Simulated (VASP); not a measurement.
# Sb in VASP: relaxation of the atoms with PBE+D3(BJ)

Aim: the relaxation of the atoms of Sb with PBE+D3(BJ).

All numbers are computed with VASP 6.6.1; they aren't measurements. Logs are shortened: lines on timing, memory, paths and dates and some standing lists are left out, and cuts for length are marked.

**1. The cell of the first run**

The cell holds a slab with vacuum, 4 atoms: a = 4.323 Å, b = 4.323 Å, c = 22.214 Å, α = 90.00°, β = 90.00°, γ = 120.00°.

**2. Relaxation of the atoms, PBE+D3(BJ)**

The input, INCAR:

```
SYSTEM = Sb
PREC = Accurate
ENCUT = 520
EDIFF = 1E-7
ISMEAR = 0
SIGMA = 0.1
LREAL = .FALSE.
LASPH = .TRUE.
NELM = 100
ALGO = Normal
ISIF = 2
LWAVE = .FALSE.
LCHARG = .FALSE.
LDIPOL = .TRUE.
IDIPOL = 3
DIPOL = 0.5 0.5 0.500
GGA = PE
IVDW = 12
IBRION = 2
NSW = 90
EDIFFG = -0.03
```

The input, KPOINTS:

```
Automatic mesh
0
G
  9 9 1
  0 0 0
```

The input, POSCAR:

```
Sb
1.0
    4.3232166608      0.0000000000      0.0000000000
   -2.1616083304      3.7440154544      0.0000000000
    0.0000000000      0.0000000000     22.2137026503
Sb
4
Selective dynamics
Direct
    0.3333333333      0.6666666667      0.3826466994  F F F
    0.6666666667      0.3333333333      0.4517044401  F F F
    0.0000000000      0.0000000000      0.5482955599  T T T
    0.3333333333      0.6666666667      0.6173533006  T T T
```

Potentials or basis: VASP PAW PBE potentials, release 64 (Sb).

Command:

```bash
$ cat potpaw_PBE.64/Sb/POTCAR > POTCAR
$ mpirun -np 1 vasp_std > vasp.out
```

OUTCAR:

```text
SYSTEM = Sb
   PREC = Accurate
   ENCUT = 520
   EDIFF = 1E-7
   ISMEAR = 0
   LREAL = .FALSE.
   LASPH = .TRUE.
   NELM = 100
   ISIF = 2
   GGA = PE
   IVDW = 12
   IBRION = 2
   NSW = 90
   EDIFFG = -0.03
 IVDW          = 12

 ion  position               nearest neighbor table
   1  0.333  0.667  0.383-   2 2.93   2 2.93   2 2.93
   2  0.667  0.333  0.452-   1 2.93   1 2.93   1 2.93   3 3.29   3 3.29   3 3.29
   3  0.000  0.000  0.548-   4 2.93   4 2.93   4 2.93   2 3.29   2 3.29   2 3.29
   4  0.333  0.667  0.617-   3 2.93   3 2.93   3 2.93

  LATTYP: Found a hexagonal cell.
 ALAT       =     4.3232166608
 C/A-ratio  =     5.1382348823

  Lattice vectors:

 A1 = (   4.3232166608,   0.0000000000,   0.0000000000)
 A2 = (  -2.1616083304,   3.7440154544,   0.0000000000)
 A3 = (   0.0000000000,   0.0000000000,  22.2137026503)

Analysis of symmetry for initial positions (statically):
=====================================================================
 Subroutine PRICEL returns:
 Original cell was already a primitive cell.

 Routine SETGRP: Setting up the symmetry group for a
 hexagonal supercell.

 Subroutine GETGRP returns: Found 12 space group operations
 (whereof  6 operations were pure point group operations)
 out of a pool of 24 trial point group operations.

The static configuration has the point symmetry C_3v.
 The point group associated with its full space group is D_3d.

Analysis of symmetry for dynamics (positions and initial velocities):
=====================================================================
 Subroutine PRICEL returns:
 Original cell was already a primitive cell.

 Routine SETGRP: Setting up the symmetry group for a
 hexagonal supercell.

 Subroutine GETGRP returns: Found 12 space group operations
 (whereof  6 operations were pure point group operations)
 out of a pool of 24 trial point group operations.

The dynamic configuration has the point symmetry C_3v.
 The point group associated with its full space group is D_3d.

Analysis of constrained symmetry for selective dynamics:
=====================================================================
 Subroutine PRICEL returns:
 Original cell was already a primitive cell.

 Routine SETGRP: Setting up the symmetry group for a
 hexagonal supercell.

 Subroutine GETGRP returns: Found  6 space group operations
 (whereof  6 operations were pure point group operations)
 out of a pool of 24 trial point group operations.

The constrained configuration has the point symmetry C_3v.

 Subroutine INISYM returns: Found  6 space group operations
 (whereof  6 operations are pure point group operations),
 and found     1 'primitive' translations

----------------------------------------------------------------------------------------

                                     Primitive cell

  volume of cell :     359.5552

  direct lattice vectors                    reciprocal lattice vectors
     4.323216661  0.000000000  0.000000000     0.231309249  0.133546457  0.000000000
    -2.161608330  3.744015454  0.000000000     0.000000000  0.267092915  0.000000000
     0.000000000  0.000000000 22.213702650     0.000000000  0.000000000  0.045017259

  length of vectors
     4.323216661  4.323216661 22.213702650     0.267092915  0.267092915  0.045017259

  position of ions in fractional coordinates (direct lattice)
     0.333333333  0.666666667  0.382646699
     0.666666667  0.333333333  0.451704440
     0.000000000  0.000000000  0.548295560
     0.333333333  0.666666667  0.617353301

  ion indices of the primitive-cell ions
   primitive index   ion index
                 1           1
                 2           2
                 3           3
                 4           4

----------------------------------------------------------------------------------------

 KPOINTS: Automatic mesh

Automatic generation of k-mesh.
 Grid dimensions read from file:
 generate k-points for:    9    9    1

 Generating k-lattice:

  Cartesian coordinates                     Fractional coordinates (reciprocal lattice)
     0.025701028  0.014838495  0.000000000     0.111111111  0.000000000  0.000000000
     0.000000000  0.029676991  0.000000000     0.000000000  0.111111111  0.000000000
     0.000000000  0.000000000  0.045017259     0.000000000  0.000000000  1.000000000

  Length of vectors
     0.029676991  0.029676991  0.045017259

  Shift w.r.t. Gamma in fractional coordinates (k-lattice)
     0.000000000  0.000000000  0.000000000

 Subroutine IBZKPT returns following result:
 ===========================================

 Found     12 irreducible k-points:

 Following reciprocal coordinates:
            Coordinates               Weight
  0.000000  0.000000  0.000000      1.000000
  0.111111  0.000000  0.000000      6.000000
  0.222222  0.000000  0.000000      6.000000
  0.333333  0.000000  0.000000      6.000000
  0.444444  0.000000  0.000000      6.000000
  0.111111  0.111111  0.000000      6.000000
  0.222222  0.111111  0.000000     12.000000
  0.333333  0.111111  0.000000     12.000000
  0.444444  0.111111  0.000000      6.000000
  0.222222  0.222222  0.000000      6.000000
  0.333333  0.222222  0.000000     12.000000
  0.333333  0.333333  0.000000      2.000000
   k-points           NKPTS =     12   k-points in BZ     NKDIM =     12   number of bands    NBANDS=     14
   number of dos      NEDOS =    301   number of ions     NIONS =      4
   total plane-waves  NPLWV = 172032
   dimension x,y,z NGX =    32 NGY =   32 NGZ =  168
   dimension x,y,z NGXF=    64 NGYF=   64 NGZF=  336
   ions per type =               4
   NGX,Y,Z   is equivalent  to a cutoff of  12.31, 12.31, 12.57 a.u.
   NGXF,Y,Z  is equivalent  to a cutoff of  24.61, 24.61, 25.15 a.u.
 SYSTEM =  Sb
   PREC   = accura    normal or accurate (medium, high low for compatibility)
   ISTART =      0    job   : 0-new  1-cont  2-samecut
   ICHARG =      2    charge: 1-file 2-atom 10-const
   ISPIN  =      1    spin polarized calculation?
   LNONCOLLINEAR =      F non collinear calculations
   LSORBIT =      F    spin-orbit coupling
   LASPH  =      T    aspherical Exc in radial PAW
   ENCUT  =  520.0 eV  38.22 Ry    6.18 a.u.   8.04  8.04 41.30*2*pi/ulx,y,z
   NELM   =    100;   NELMIN=  2; NELMDL= -5     # of ELM steps
   EDIFF  = 0.1E-06   stopping-criterion for ELM
   LREAL  =      F    real-space projection
   EDIFFG = -.3E-01   stopping-criterion for IOM
   NSW    =     90    number of steps for IOM
   IBRION =      2    ionic relax: 0-MD 1-quasi-New 2-CG
   NFREE  =      1    steps in history (QN), initial steepest desc. (CG)
   ISIF   =      2    stress and relaxation
   ISYM   =      2    0-nonsym 1-usesym 2-fastsym
   POTIM  = 0.5000    time-step for ionic-motion
   TEBEG  =    0.0;   TEEND  =   0.0 temperature during run
   PSTRESS=    0.0 pullay stress
   NELECT =      20.0000    total number of electrons
   NUPDOWN=      -1.0000    fix difference up-down
   EMIN   =  10.00;   EMAX   =-10.00  energy-range for DOS
   EFERMI =   0.00;   METHOD = LEGACY
   ISMEAR =     0;   SIGMA  =   0.10  broadening in eV -4-tet -1-fermi 0-gaus
   EFERMI_NEDOS =   21; number of points for ismear=-14 and -15
   IALGO  =     38    algorithm
   IMIX   =      4    mixing-type and parameters
     AMIX     =   0.40;   BMIX     =  1.00
     AMIX_MAG =   1.60;   BMIX_MAG =  1.00
  volume/ion in A,a.u.               =      89.89       606.60
  Fermi-wavevector in a.u.,A,eV,Ry     =   0.624927  1.180942  5.313543  0.390534
  Thomas-Fermi vector in A             =   1.685655
   LORBIT       =      0    0 simple, 1 ext, 2 COOP (PROOUT), +10 PAW based schemes
   GGA     = PE    functional components
   LHFCALC =     F    Hartree Fock is set to
   AEXX    =    0.0000 exact exchange contribution
   IVDW    =    12    specifies the selected vdW correction
   LEPSILON=     F    determine dielectric tensor
   LRPA    =     F    only Hartree local field effects (RPA)
 conjugate gradient relaxation of ions
 non-spin polarized calculation
 Gauss-broadening in eV      SIGMA  =   0.10
  energy-cutoff  :      520.00
  volume of cell :      359.56
 maximum number of plane-waves:      9714
   NGX = 17   NGY = 17   NGZ = 83

--------------------------------------- Ionic step        1  -------------------------------------------

 number of electron      20.0000000 magnetization

 Free energy of the ion-electron system (eV)
  ---------------------------------------------------
  ext. energy  EPLUGINS =         0.00000000
  ---------------------------------------------------
  free energy    TOTEN  =       -16.23885477 eV

  energy without entropy =      -16.23633136  energy(sigma->0) =      -16.23759307

------------------------ aborting loop because EDIFF is reached ----------------------------------------

 Edisp (eV)   -1.31134

 E8    (eV) :    -0.6387

  FORCE on cell =-STRESS in cart. coord.  units (eV):
  Direction    XX          YY          ZZ          XY          YZ          ZX
  --------------------------------------------------------------------------------------
  -------------------------------------------------------------------------------------
  Total      -1.87579    -1.87579     0.40732    -0.00000     0.00000     0.00000
  in kB      -8.35851    -8.35851     1.81502    -0.00000     0.00000     0.00000
  external pressure =       -4.97 kB  Pullay stress =        0.00 kB
[... 313 lines left out ...]
  FREE ENERGIE OF THE ION-ELECTRON SYSTEM (eV)
  ---------------------------------------------------
  free  energy   TOTEN  =       -17.5544772748 eV

  energy  without entropy=      -17.5517840911  energy(sigma->0) =      -17.55313068

 dipolmoment           0.000000      0.000000      0.000005 electrons x Angstroem

--------------------------------------- Ionic step        9  -------------------------------------------

 number of electron      19.9999999 magnetization

 dipolmoment           0.000000      0.000000     -0.000172 electrons x Angstroem

 Free energy of the ion-electron system (eV)
  ---------------------------------------------------
  ext. energy  EPLUGINS =         0.00000000
  ---------------------------------------------------
  free energy    TOTEN  =       -16.25907221 eV

  energy without entropy =      -16.25639671  energy(sigma->0) =      -16.25773446

 E-fermi :  -0.4202     XC(G=0):  -3.9003

 val. band max:       -0.4595587445   @ k =   0.0000   0.0000   0.0000
 cond. band min:      -0.0228968661   @ k =   0.3333   0.0000   0.0000
 fundamental gap:      0.4366618783
 Fermi energy:        -0.4202469600

 k-point     1 :       0.0000    0.0000    0.0000
  band No.  band energies     occupation
      1     -12.5378      2.00000
      2     -11.6908      2.00000
      3      -8.1730      2.00000
      4      -6.1853      2.00000
      5      -1.8647      2.00000
      6      -1.8647      2.00000
      7      -1.7205      2.00000
      8      -1.5451      2.00000
      9      -1.5451      2.00000
     10      -0.6861      1.99983
     11      -0.4596      1.42176
     12       0.6019      0.00000
     13       0.6019      0.00000
     14       1.4686      0.00000
[... 172 lines left out ...]
  band No.  band energies     occupation
      1      -9.8239      2.00000
      2      -9.8170      2.00000
      3      -9.6195      2.00000
      4      -9.4655      2.00000
      5      -4.8468      2.00000
      6      -4.8395      2.00000
      7      -3.5599      2.00000
      8      -2.6606      2.00000
      9      -2.6591      2.00000
     10      -2.0709      2.00000
     11       1.0714      0.00000
     12       1.0725      0.00000
     13       1.5544      0.00000
     14       3.3731      0.00000

------------------------ aborting loop because EDIFF is reached ----------------------------------------

 vacuum level on the upper side and lower side of the slab       (xc-potential included)        -0.089        -0.080

 Edisp (eV)   -1.29629

 E8    (eV) :    -0.6308

  FORCE on cell =-STRESS in cart. coord.  units (eV):
  Direction    XX          YY          ZZ          XY          YZ          ZX
  --------------------------------------------------------------------------------------
  -------------------------------------------------------------------------------------
  Total      -2.06081    -2.06081    -0.00792     0.00000     0.00000     0.00000
  in kB      -9.18297    -9.18297    -0.03527     0.00000     0.00000     0.00000
  external pressure =       -6.13 kB  Pullay stress =        0.00 kB
[... 19 lines left out ...]
  FREE ENERGIE OF THE ION-ELECTRON SYSTEM (eV)
  ---------------------------------------------------
  free  energy   TOTEN  =       -17.5553597700 eV

  energy  without entropy=      -17.5526842707  energy(sigma->0) =      -17.55402202

 reached required accuracy - stopping structural energy minimisation

 vacuum level on the upper side and lower side of the slab         3.768         3.774
```

Wall time 6.9 min (1 thread of Intel Xeon Platinum 8375C at 2.90GHz (Ice Lake), shared host); peak memory 0.45 GiB.

Results:

* Free energy: -17.5554 eV
* Energy gained by relaxing: 1.3 meV/atom
* Ionic steps: 9
* Dispersion energy per atom: -0.324 eV

Step by step:
| step | energy change (eV) | largest force on free atoms (eV/Å) | pressure (GPa) |
| --- | --- | --- | --- |
| 1 | 0.0000 | 0.0914 | -0.50 |
| 2 | -0.0005 | 0.0706 | -0.50 |
| 3 | -0.0015 | 0.0980 | -0.49 |
| 4 | -0.0018 | 0.1818 | -0.48 |
| 5 | -0.0019 | 0.1520 | -0.48 |
| 6 | -0.0022 | 0.1445 | -0.49 |
| 7 | -0.0031 | 0.1219 | -0.51 |
| 8 | -0.0043 | 0.0768 | -0.54 |
| 9 | -0.0052 | 0.0143 | -0.61 |

Final structure:
```xyz
4
Lattice="4.3232 0.0000 0.0000 -2.1616 3.7440 0.0000 0.0000 0.0000 22.2137" Properties=species:S:1:pos:R:3 pbc="T T T"
Sb    0.0000    2.4960    8.5000
Sb    2.1616    1.2480   10.0340
Sb    0.0000    0.0000   12.2582
Sb    0.0000    2.4960   13.7962
```

Levels at points of the mesh, in eV from the Fermi level:
| k point | band 6 | band 7 | band 8 | band 9 | band 10 | band 11 | band 12 | band 13 | band 14 |
| --- | --- | --- | --- | --- | --- | --- | --- | --- | --- |
| (0.00, 0.00, 0.00) | -1.44 | -1.30 | -1.12 | -1.12 | -0.27 | -0.04 | 1.02 | 1.02 | 1.89 |

Caveat: spin-orbit coupling is left out, which moves the levels of the heavy elements.
